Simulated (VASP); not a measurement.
## P: single point with PBEsol

Crystal: P.

```
P
1.0
     4.51650   -3.98590   -0.01014
     4.51650    3.98590   -0.01014
    -0.03342    0.00000    5.55898
P
8
Direct
  0.85127 0.85127 0.23756
  0.14873 0.14873 0.76244
  0.71918 0.71918 0.58554
  0.28082 0.28082 0.41446
  0.50160 0.77839 0.24938
  0.22161 0.49840 0.75062
  0.49840 0.22161 0.75062
  0.77839 0.50160 0.24938
```

This cell differs from its parent crystal: strain +0.000 along x and y, +0.050 along z.

```yaml
Program: VASP 6.6.1
Task: single point
Functional: PBEsol
Potentials_or_basis: VASP PAW PBE potentials, release 64 (P)
Cutoff: 520 eV
k_mesh: 6 × 6 × 6
Occupations: gaussian, width 0.05 eV
Spin: no spin polarisation
```

| Property | Result |
| --- | --- |
| Pressure | -2.8 GPa |
| Largest force | 1.827 eV/Å |
| Band gap on the k mesh | 2.00 eV (least direct gap 2.42 eV) |

Forces on the atoms (eV/Å):
```
P   -0.325  0.000  0.625
P    0.325  0.000 -0.625
P   -0.039  0.000 -1.826
P    0.039  0.000  1.826
P    0.177 -0.256  0.566
P   -0.177 -0.256 -0.566
P   -0.177  0.256 -0.566
P    0.177  0.256  0.566
```

Stress tensor (GPa, compression positive):
```
-1.22  0.00 -0.10
 0.00 -1.06  0.00
-0.10  0.00 -6.08
```

Levels at points of the mesh, in eV from the valence-band top:
```tsv
k point	band 16	band 17	band 18	band 19	band 20	band 21	band 22	band 23	band 24	band 25
(0.00, 0.00, 0.00)	-0.88	-0.85	-0.78	-0.77	-0.66	2.00	2.81	2.92	2.96	3.99
(0.50, 0.00, 0.00)	-0.98	-0.89	-0.69	-0.58	-0.47	2.72	2.89	3.22	3.29	4.03
(0.50, 0.50, 0.00)	-1.04	-0.98	-0.92	-0.39	-0.36	2.68	2.96	3.02	3.10	3.13
(0.00, 0.00, 0.50)	-1.43	-1.30	-1.11	-0.51	-0.51	2.97	3.38	3.56	3.60	4.21
(0.50, 0.00, 0.50)	-1.21	-0.83	-0.51	-0.30	0.00	2.50	2.82	3.50	3.65	3.78
(0.50, 0.50, 0.50)	-1.22	-0.82	-0.81	-0.75	-0.74	2.74	2.93	3.00	3.25	3.50
```

It took 4.9 min on 1 thread of Intel(R) Xeon(R) Platinum 8488C (Sapphire Rapids) (shared host), peak memory 0.45 GiB.

Caveat: the cell differs from its parent crystal (strain +0.000 along x and y, +0.050 along z); the stress differs along the axes, from -6 to -1 GPa; this functional lacks dispersion, which holds the molecules together, so the pressure and a relaxed volume are unreliable; the PAW data sets were made with another functional, which shifts forces and pressure a little. A k mesh can miss the band edges.
